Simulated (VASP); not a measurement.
Pd, 1 atom in the cell. It takes space group Fm-3m (No. 225, cubic). Conventional cell: a = 3.944 Å, b = 3.944 Å, c = 3.944 Å, α = 90.00°, β = 90.00°, γ = 90.00°. Pd (site symmetry m-3m) has 12 Pd at 2.79 Å within 3.7 Å.  This cell differs from its parent crystal: volume scaled by 1.04.

```yaml
Program: VASP 6.6.1
Task: single point
Functional: PBE
Dispersion: D3(BJ)
Potentials_or_basis: VASP PAW PBE potentials, release 64 (Pd)
Cutoff: 500 eV
k_mesh: 12 × 12 × 12
Occupations: fermi-dirac, width 0.05 eV
Spin: collinear spin, ferromagnetic start
Starting_moments: "[1.0] μB"
Fixed_moment: 1 μB
Dipole_correction: no
Further_INCAR_settings: ALGO = Normal; EDIFF = 1e-06; NBANDS = 15
```

Potentials or basis: VASP PAW PBE potentials, release 64 (Pd).

Launch:

```sh
$ cat potpaw_PBE.64/Pd/POTCAR > POTCAR
$ mpirun -np 1 vasp_std > vasp.out
```

Hardware: 1 thread of AMD EPYC 7R13 Processor (Zen 3), with other jobs on the host.

**Question.** Estimate the wall time of this run.

**Answer.** Run time: 25 s on 1 thread of AMD EPYC 7R13 Processor (Zen 3) (shared host), peak memory 0.12 GiB. Counts: scf iterations 13, k points 72.
